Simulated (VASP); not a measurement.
# CsSnI3 (Pm-3m) in VASP: a series of runs

CsSnI3 is run at these levels: LDA, PBE, r2SCAN, PBEsol; tasks: single point, relaxation of cell and atoms.

Everything below comes from runs of VASP 6.6.1. Logs are shortened: lines on timing, memory, paths and dates and some standing lists are left out, and cuts for length are marked.

## Step 1: The cell of the first run

It takes space group Pm-3m (No. 221, cubic). Conventional cell: a = 6.241 Å, b = 6.241 Å, c = 6.241 Å, α = 90.00°, β = 90.00°, γ = 90.00°. Within 5.8 Å of Cs (site symmetry m-3m) lie 12 I at 4.41 Å and 8 Sn at 5.41 Å. Sn (site symmetry m-3m) has 6 I at 3.12 Å within 4.1 Å. I (site symmetry 4/mmm) has 2 Sn at 3.12 Å within 4.1 Å.

## Step 2: Single point, LDA

Input file INCAR:

```
PREC = Accurate
ENCUT = 520
EDIFF = 1E-7
ISMEAR = 0
SIGMA = 0.01
LREAL = False
LASPH = True
NELM = 100
ALGO = Normal
ISIF = 2
LWAVE = False
LCHARG = False
NBANDS = 30
```

Input file KPOINTS:

```
Automatic mesh
0
Gamma
  4 4 4
```

Input file POSCAR:

```
CsSnI3
1.0
    6.2414907695      0.0000000000      0.0000000000
    0.0000000000      6.2414907695      0.0000000000
    0.0000000000      0.0000000000      6.2414907695
Cs Sn I
1 1 3
Direct
    0.0000000000      0.0000000000      0.0000000000
    0.5000000000      0.5000000000      0.5000000000
    0.5000000000      0.5000000000      0.0000000000
    0.5000000000      0.0000000000      0.5000000000
    0.0000000000      0.5000000000      0.5000000000
```

Potentials or basis: VASP PAW LDA potentials, release 64 (Cs_sv, Sn_d, I).

Launch:

```console
$ cat potpaw_LDA.64/Cs_sv/POTCAR potpaw_LDA.64/Sn_d/POTCAR potpaw_LDA.64/I/POTCAR > POTCAR
$ mpirun -np 1 vasp_std > vasp.out
```

OUTCAR:

```text
PREC = Accurate
   ENCUT = 520
   EDIFF = 1E-7
   ISMEAR = 0
   LREAL = False
   LASPH = True
   NELM = 100
   ISIF = 2

 ion  position               nearest neighbor table
   1  0.000  0.000  0.000-
   2  0.500  0.500  0.500-   3 3.12   4 3.12   5 3.12   3 3.12   4 3.12   5 3.12
   3  0.500  0.500  0.000-   2 3.12   2 3.12
   4  0.500  0.000  0.500-   2 3.12   2 3.12
   5  0.000  0.500  0.500-   2 3.12   2 3.12

  LATTYP: Found a simple cubic cell.
 ALAT       =     6.2414907695

  Lattice vectors:

 A1 = (   6.2414907695,   0.0000000000,   0.0000000000)
 A2 = (   0.0000000000,   6.2414907695,   0.0000000000)
 A3 = (   0.0000000000,   0.0000000000,   6.2414907695)

Analysis of symmetry for initial positions (statically):
=====================================================================
 Subroutine PRICEL returns:
 Original cell was already a primitive cell.

 Routine SETGRP: Setting up the symmetry group for a
 simple cubic supercell.

 Subroutine GETGRP returns: Found 48 space group operations
 (whereof 48 operations were pure point group operations)
 out of a pool of 48 trial point group operations.

The static configuration has the point symmetry O_h .

Analysis of symmetry for dynamics (positions and initial velocities):
=====================================================================
 Subroutine PRICEL returns:
 Original cell was already a primitive cell.

 Routine SETGRP: Setting up the symmetry group for a
 simple cubic supercell.

 Subroutine GETGRP returns: Found 48 space group operations
 (whereof 48 operations were pure point group operations)
 out of a pool of 48 trial point group operations.

The dynamic configuration has the point symmetry O_h .

 Subroutine INISYM returns: Found 48 space group operations
 (whereof 48 operations are pure point group operations),
 and found     1 'primitive' translations

----------------------------------------------------------------------------------------

                                     Primitive cell

  volume of cell :     243.1448

  direct lattice vectors                    reciprocal lattice vectors
     6.241490770  0.000000000  0.000000000     0.160218133  0.000000000  0.000000000
     0.000000000  6.241490770  0.000000000     0.000000000  0.160218133  0.000000000
     0.000000000  0.000000000  6.241490770     0.000000000  0.000000000  0.160218133

  length of vectors
     6.241490770  6.241490770  6.241490770     0.160218133  0.160218133  0.160218133

  position of ions in fractional coordinates (direct lattice)
     0.000000000  0.000000000  0.000000000
     0.500000000  0.500000000  0.500000000
     0.500000000  0.500000000  0.000000000
     0.500000000  0.000000000  0.500000000
     0.000000000  0.500000000  0.500000000

  ion indices of the primitive-cell ions
   primitive index   ion index
                 1           1
                 2           2
                 3           3
                 4           4
                 5           5

----------------------------------------------------------------------------------------

 KPOINTS: Automatic mesh

Automatic generation of k-mesh.
 Grid dimensions read from file:
 generate k-points for:    4    4    4

 Generating k-lattice:

  Cartesian coordinates                     Fractional coordinates (reciprocal lattice)
     0.040054533  0.000000000  0.000000000     0.250000000  0.000000000  0.000000000
     0.000000000  0.040054533  0.000000000     0.000000000  0.250000000  0.000000000
     0.000000000  0.000000000  0.040054533     0.000000000  0.000000000  0.250000000

  Length of vectors
     0.040054533  0.040054533  0.040054533

  Shift w.r.t. Gamma in fractional coordinates (k-lattice)
     0.000000000  0.000000000  0.000000000

 Subroutine IBZKPT returns following result:
 ===========================================

 Found     10 irreducible k-points:

 Following reciprocal coordinates:
            Coordinates               Weight
  0.000000  0.000000  0.000000      1.000000
  0.250000  0.000000  0.000000      6.000000
  0.500000  0.000000  0.000000      3.000000
  0.250000  0.250000  0.000000     12.000000
  0.500000  0.250000  0.000000     12.000000
  0.500000  0.500000  0.000000      3.000000
  0.250000  0.250000  0.250000      8.000000
  0.500000  0.250000  0.250000     12.000000
  0.500000  0.500000  0.250000      6.000000
  0.500000  0.500000  0.500000      1.000000
   k-points           NKPTS =     10   k-points in BZ     NKDIM =     10   number of bands    NBANDS=     30
   number of dos      NEDOS =    301   number of ions     NIONS =      5
   total plane-waves  NPLWV = 110592
   dimension x,y,z NGX =    48 NGY =   48 NGZ =   48
   dimension x,y,z NGXF=    96 NGYF=   96 NGZF=   96
   ions per type =               1   1   3
   NGX,Y,Z   is equivalent  to a cutoff of  12.79, 12.79, 12.79 a.u.
   NGXF,Y,Z  is equivalent  to a cutoff of  25.57, 25.57, 25.57 a.u.
 SYSTEM =  unknown system
   PREC   = accura    normal or accurate (medium, high low for compatibility)
   ISTART =      0    job   : 0-new  1-cont  2-samecut
   ICHARG =      2    charge: 1-file 2-atom 10-const
   ISPIN  =      1    spin polarized calculation?
   LNONCOLLINEAR =      F non collinear calculations
   LSORBIT =      F    spin-orbit coupling
   LASPH  =      T    aspherical Exc in radial PAW
   ENCUT  =  520.0 eV  38.22 Ry    6.18 a.u.  11.61 11.61 11.61*2*pi/ulx,y,z
   NELM   =    100;   NELMIN=  2; NELMDL= -5     # of ELM steps
   EDIFF  = 0.1E-06   stopping-criterion for ELM
   LREAL  =      F    real-space projection
   EDIFFG = 0.1E-05   stopping-criterion for IOM
   NSW    =      0    number of steps for IOM
   IBRION =     -1    ionic relax: 0-MD 1-quasi-New 2-CG
   NFREE  =      0    steps in history (QN), initial steepest desc. (CG)
   ISIF   =      2    stress and relaxation
   ISYM   =      2    0-nonsym 1-usesym 2-fastsym
   POTIM  = 0.5000    time-step for ionic-motion
   TEBEG  =    0.0;   TEEND  =   0.0 temperature during run
   PSTRESS=    0.0 pullay stress
   NELECT =      44.0000    total number of electrons
   NUPDOWN=      -1.0000    fix difference up-down
   EMIN   =  10.00;   EMAX   =-10.00  energy-range for DOS
   EFERMI =   0.00;   METHOD = LEGACY
   ISMEAR =     0;   SIGMA  =   0.01  broadening in eV -4-tet -1-fermi 0-gaus
   EFERMI_NEDOS =   21; number of points for ismear=-14 and -15
   IALGO  =     38    algorithm
   IMIX   =      4    mixing-type and parameters
     AMIX     =   0.40;   BMIX     =  1.00
     AMIX_MAG =   1.60;   BMIX_MAG =  1.00
  volume/ion in A,a.u.               =      48.63       328.16
  Fermi-wavevector in a.u.,A,eV,Ry     =   0.925985  1.749858 11.666297  0.857449
  Thomas-Fermi vector in A             =   2.051899
   LORBIT       =      0    0 simple, 1 ext, 2 COOP (PROOUT), +10 PAW based schemes
   GGA     = CA    functional components
   LHFCALC =     F    Hartree Fock is set to
   AEXX    =    0.0000 exact exchange contribution
   IVDW    =     0    specifies the selected vdW correction
   LEPSILON=     F    determine dielectric tensor
   LRPA    =     F    only Hartree local field effects (RPA)
 non-spin polarized calculation
 Gauss-broadening in eV      SIGMA  =   0.01
  energy-cutoff  :      520.00
  volume of cell :      243.14
 maximum number of plane-waves:      6619
 NGX is ok and might be reduce to    48
   NGX = 23   NGY = 23   NGZ = 23

 number of electron      43.9999979 magnetization

 Free energy of the ion-electron system (eV)
  ---------------------------------------------------
  ext. energy  EPLUGINS =         0.00000000
  ---------------------------------------------------
  free energy    TOTEN  =       -15.90049561 eV

  energy without entropy =      -15.90049561  energy(sigma->0) =      -15.90049561

 E-fermi :   2.4962     XC(G=0):  -7.8141

 val. band max:        2.4101493829   @ k =   0.5000   0.5000   0.5000
 cond. band min:       2.7441013412   @ k =   0.5000   0.5000   0.5000
 fundamental gap:      0.3339519583
 Fermi energy:         2.4961566533

 k-point     1 :       0.0000    0.0000    0.0000
  band No.  band energies     occupation
      1     -19.6790      2.00000
      2     -19.5275      2.00000
      3     -19.5275      2.00000
      4     -19.5053      2.00000
      5     -19.5053      2.00000
      6     -19.5053      2.00000
[... 22 lines left out ...]
     29       7.0165      0.00000
     30       7.0165      0.00000

 k-point     2 :       0.2500    0.0000    0.0000
  band No.  band energies     occupation
      1     -19.6788      2.00000
      2     -19.5275      2.00000
      3     -19.5267      2.00000
      4     -19.5054      2.00000
      5     -19.5054      2.00000
      6     -19.5053      2.00000
[... 22 lines left out ...]
     29       6.3560      0.00000
     30       6.9538      0.00000

 k-point     3 :       0.5000    0.0000    0.0000
  band No.  band energies     occupation
      1     -19.6786      2.00000
      2     -19.5275      2.00000
      3     -19.5260      2.00000
      4     -19.5054      2.00000
      5     -19.5054      2.00000
      6     -19.5053      2.00000
[... 22 lines left out ...]
     29       6.6816      0.00000
     30       6.7833      0.00000

 k-point     4 :       0.2500    0.2500    0.0000
  band No.  band energies     occupation
      1     -19.6786      2.00000
      2     -19.5271      2.00000
      3     -19.5264      2.00000
      4     -19.5054      2.00000
      5     -19.5054      2.00000
      6     -19.5054      2.00000
[... 154 lines left out ...]
     29       6.9761      0.00000
     30       6.9922      0.00000

 k-point     9 :       0.5000    0.5000    0.2500
  band No.  band energies     occupation
      1     -19.6780      2.00000
      2     -19.5260      2.00000
      3     -19.5253      2.00000
      4     -19.5056      2.00000
      5     -19.5055      2.00000
      6     -19.5055      2.00000
[... 22 lines left out ...]
     29       6.6666      0.00000
     30       7.2720      0.00000

 k-point    10 :       0.5000    0.5000    0.5000
  band No.  band energies     occupation
      1     -19.6779      2.00000
      2     -19.5253      2.00000
      3     -19.5253      2.00000
      4     -19.5056      2.00000
      5     -19.5056      2.00000
      6     -19.5056      2.00000
[... 22 lines left out ...]
     29       6.3852      0.00000
     30       7.6107      0.00000

------------------------ aborting loop because EDIFF is reached ----------------------------------------

  FORCE on cell =-STRESS in cart. coord.  units (eV):
  Direction    XX          YY          ZZ          XY          YZ          ZX
  --------------------------------------------------------------------------------------
  -------------------------------------------------------------------------------------
  Total       -2.2957142     -2.2957142     -2.2957142     -0.0000000      0.0000000     -0.0000000
  in kB      -15.1273693    -15.1273693    -15.1273693     -0.0000000      0.0000000     -0.0000000
  external PRESSURE =     -15.1273693 kB  Pullay stress =       0.0000000 kB

 VOLUME and BASIS-vectors are now :
 -----------------------------------------------------------------------------
  energy-cutoff  :      520.00
  volume of cell :      243.14
      direct lattice vectors                 reciprocal lattice vectors
     6.241490770  0.000000000  0.000000000     0.160218133  0.000000000  0.000000000
     0.000000000  6.241490770  0.000000000     0.000000000  0.160218133  0.000000000
     0.000000000  0.000000000  6.241490770     0.000000000  0.000000000  0.160218133

 POSITION                                       TOTAL-FORCE (eV/Angst)
 -----------------------------------------------------------------------------------
      0.00000      0.00000      0.00000         0.000000      0.000000      0.000000
      3.12075      3.12075      3.12075         0.000000      0.000000      0.000000
      3.12075      3.12075      0.00000         0.000000      0.000000      0.000000
      3.12075      0.00000      3.12075         0.000000      0.000000      0.000000
      0.00000      3.12075      3.12075         0.000000      0.000000      0.000000
 -----------------------------------------------------------------------------------
    total drift:                                0.000000     -0.000000     -0.000000

  FREE ENERGIE OF THE ION-ELECTRON SYSTEM (eV)
  ---------------------------------------------------
  free  energy   TOTEN  =       -15.9004956095 eV

  energy  without entropy=      -15.9004956095  energy(sigma->0) =      -15.90049561
```

It took 71 s on 1 thread of AMD EPYC 7R13, shared host; peak memory 0.27 GiB.

Results:

- Free energy: -15.9005 eV
- Pressure: -1.5 GPa
- Band gap on the k mesh: 0.33 eV

Levels at points of the mesh, in eV from the valence-band top:
```
           k point  band 20  band 21  band 22  band 23  band 24  band 25
(0.00, 0.00, 0.00)    -2.00    -2.00    -2.00     2.01     3.06     3.06
(0.50, 0.00, 0.00)    -2.12    -2.12    -1.47     1.10     3.59     3.79
(0.50, 0.50, 0.00)    -2.36    -1.57    -0.73     0.79     0.79     3.94
(0.50, 0.50, 0.50)    -1.55    -1.55     0.00     0.33     0.33     0.33
```

Caveat: spin-orbit coupling is left out, which moves the levels of the heavy elements. A k mesh can miss the band edges.

## Step 3: Single point, PBE

This run uses another cell than the first one, of 49.96 Å³/atom.

Input file INCAR:

```
SYSTEM = CsSnI3
PREC     = Accurate       ! precision mode
ENCUT    = 520            ! plane-wave cutoff, eV
EDIFF    = 1E-6           ! SCF threshold, eV
ISMEAR   = -1             ! smearing method
SIGMA    = 0.02           ! smearing width, eV
LREAL    = .False.        ! projectors in reciprocal space
LASPH    = .True.         ! aspherical terms in the spheres
NELM     = 60             ! most SCF steps
ALGO     = Normal         ! electronic algorithm
ISIF     = 2              ! what is computed and relaxed
LWAVE    = .False.        ! write WAVECAR
LCHARG   = .True.         ! write CHGCAR
GGA      = PE             ! functional
LELF     = .True.         ! ELF
LVHAR    = .True.       
NBANDS   = 30             ! bands
```

Input file KPOINTS:

```
Automatic mesh
0
Gamma
  4 4 4
  0 0 0
```

POSCAR, as its differences from that of step 2:

```diff
@@ -2,5 +2,5 @@
 1.0
-    6.2414907695      0.0000000000      0.0000000000
-    0.0000000000      6.2414907695      0.0000000000
-    0.0000000000      0.0000000000      6.2414907695
+    6.2980859396      0.0000000000      0.0000000000
+    0.0000000000      6.2980859396      0.0000000000
+    0.0000000000      0.0000000000      6.2980859396
 Cs Sn I
```

Potentials or basis: VASP PAW PBE potentials, release 64 (Cs_sv, Sn_d, I).

Launch:

```console
$ cat potpaw_PBE.64/Cs_sv/POTCAR potpaw_PBE.64/Sn_d/POTCAR potpaw_PBE.64/I/POTCAR > POTCAR
$ mpirun -np 1 vasp_std > vasp.out
```

Run time: 82 s. Hardware: 1 thread of AMD EPYC 7R13, shared host; peak memory 0.33 GiB.

Results (log left out):

| Property | Result |
| --- | --- |
| Free energy | -13.9748 eV |
| Pressure | 0.0 GPa |
| Band gap on the k mesh | 0.49 eV |

Levels at points of the mesh, in eV from the valence-band top:
| k point | band 18 | band 19 | band 20 | band 21 | band 22 | band 23 | band 24 | band 25 | band 26 | band 27 |
| --- | --- | --- | --- | --- | --- | --- | --- | --- | --- | --- |
| (0.00, 0.00, 0.00) | -2.06 | -2.06 | -1.92 | -1.92 | -1.92 | 2.38 | 3.38 | 3.38 | 3.72 | 3.72 |
| (0.50, 0.00, 0.00) | -2.29 | -2.21 | -2.03 | -2.03 | -1.43 | 1.22 | 3.85 | 4.10 | 4.29 | 4.29 |
| (0.50, 0.50, 0.00) | -2.34 | -2.34 | -2.28 | -1.53 | -0.71 | 0.91 | 0.91 | 3.98 | 4.37 | 4.54 |
| (0.50, 0.50, 0.50) | -2.27 | -1.51 | -1.51 | -1.51 | 0.00 | 0.49 | 0.49 | 0.49 | 3.22 | 4.21 |

Caveat: spin-orbit coupling is left out, which moves the levels of the heavy elements. A k mesh can miss the band edges.

(Part 1 of 2 ends here.)
